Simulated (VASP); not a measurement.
Set up this calculation in VASP 6.6.1, as the native input.

| Quantity | Value |
| --- | --- |
| Task | single point |
| Functional | LDA |
| Potentials or basis | VASP PAW LDA potentials, release 64 (Fe_sv, O) |
| Cutoff | 700 eV |
| k mesh | 7 × 7 × 7 |
| Occupations | gaussian, width 0.05 eV |
| Spin | no spin polarisation |
| Hubbard terms | Fe d U = 1.0 eV |
| Dipole correction | no |
| Further INCAR settings | ALGO = Normal; EDIFF = 1e-06; NBANDS = 30 |

The structure of FeO lies in POSCAR:

```
FeO
1.0
    2.9029055100      0.0000000000      0.0000000000
   -2.9029055000      5.0279798400      0.0000000000
    0.0000000000      0.0000000000      2.8330919500
Fe O
2 2
Direct
    0.0000000000      0.0000000000      0.0000000000
    0.0000000000      0.5000000000      0.0000000000
    0.6666666667      0.1666666667      0.5000000000
    0.6666666667      0.6666666667      0.5000000000
```

The input as run:

INCAR

```
SYSTEM = FeO
PREC = Accurate
ENCUT = 700
EDIFF = 1E-6
ISMEAR = 0
SIGMA = 0.05
LREAL = .FALSE.
LASPH = .TRUE.
NELM = 200
ALGO = Normal
ISIF = 2
LWAVE = .FALSE.
LCHARG = .FALSE.
LMAXMIX = 4
LDAU = .TRUE.
LDAUTYPE = 2
LDAUL = 2 -1
LDAUU = 1 0
LDAUJ = 0 0
LDAUPRINT = 1
NBANDS = 30
GGA_COMPAT = .FALSE.
```

KPOINTS

```
regular mesh
0
G
  7 7 7
  0 0 0
```

Potentials or basis: VASP PAW LDA potentials, release 64 (Fe_sv, O).

The run is started by

```sh
$ cat potpaw_LDA.64/Fe_sv/POTCAR potpaw_LDA.64/O/POTCAR > POTCAR
$ mpirun -np 1 vasp_std > vasp.out
```

It gave:

* Pressure: -43.6 GPa
* Largest force: 0.010 eV/Å
* Band gap on the k mesh: zero (bands 22 and 23 overlap by 0.46 eV)

Caveat: the stress differs along the axes, from -50 to -40 GPa; the run has no spin polarisation, though such a crystal can be magnetic; U without spin polarisation on a metal has little footing.

Wall time 88 s on 1 thread of Intel(R) Xeon(R) Platinum 8259CL CPU @ 2.50GHz (Skylake/Cascade Lake), with other jobs on the host, peak memory 0.22 GiB.
